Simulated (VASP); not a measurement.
## Be4ZnTe: single point with PBE

Be4ZnTe:

```
CELL_PARAMETERS angstrom
0.00000 3.37503 3.37503
3.37503 0.00000 3.37503
3.37503 3.37503 0.00000
ATOMIC_POSITIONS crystal
Be 0.63000 0.12333 0.12333
Be 0.12333 0.63000 0.12333
Be 0.12333 0.12333 0.63000
Be 0.12333 0.12333 0.12333
Zn 0.75000 0.75000 0.75000
Te 0.50000 0.50000 0.50000
```

The cell was built from a structure type or drawn by symmetry, and may not be a known phase.

```json
{
 "Program": "VASP 6.6.1",
 "Task": "single point",
 "Functional": "PBE",
 "Potentials or basis": "VASP PAW PBE potentials, release 64 (Be, Zn, Te)",
 "Cutoff": "600 eV",
 "k mesh": "4 × 4 × 4",
 "Occupations": "gaussian, width 0.2 eV",
 "Spin": "no spin polarisation"
}
```

```
Pressure               : 0.2 GPa
Largest force          : 0.110 eV/Å
Band gap on the k mesh : zero (bands 13 and 14 overlap by 3.79 eV)
```

Forces in eV/Å, atoms in the order of the input:
```
Be  -0.063  0.063  0.063
Be   0.063 -0.063  0.063
Be   0.063  0.063 -0.063
Be  -0.063 -0.063 -0.063
Zn   0.000  0.000  0.000
Te   0.000  0.000  0.000
```

Levels at points of the mesh, in eV from the Fermi level:
| k point | band 11 | band 12 | band 13 | band 14 | band 15 | band 16 |
| --- | --- | --- | --- | --- | --- | --- |
| (0.00, 0.00, 0.00) | -3.46 | -1.98 | -1.98 | -1.98 | 0.02 | 0.02 |
| (0.50, 0.00, 0.00) | -3.62 | -2.36 | -2.36 | 0.73 | 1.95 | 1.95 |
| (0.50, 0.50, 0.00) | -4.97 | 1.01 | 1.80 | 2.34 | 2.34 | 2.39 |

Wall time 15 s on 1 thread of AMD EPYC 9R45 96-Core Processor (Zen 5) (shared host), peak memory 0.21 GiB.

Caveat: the k points lie up to 0.40 Å⁻¹ apart, too coarse for converged energies and pressures of a metal; spin-orbit coupling is left out, which moves the levels of the heavy elements.
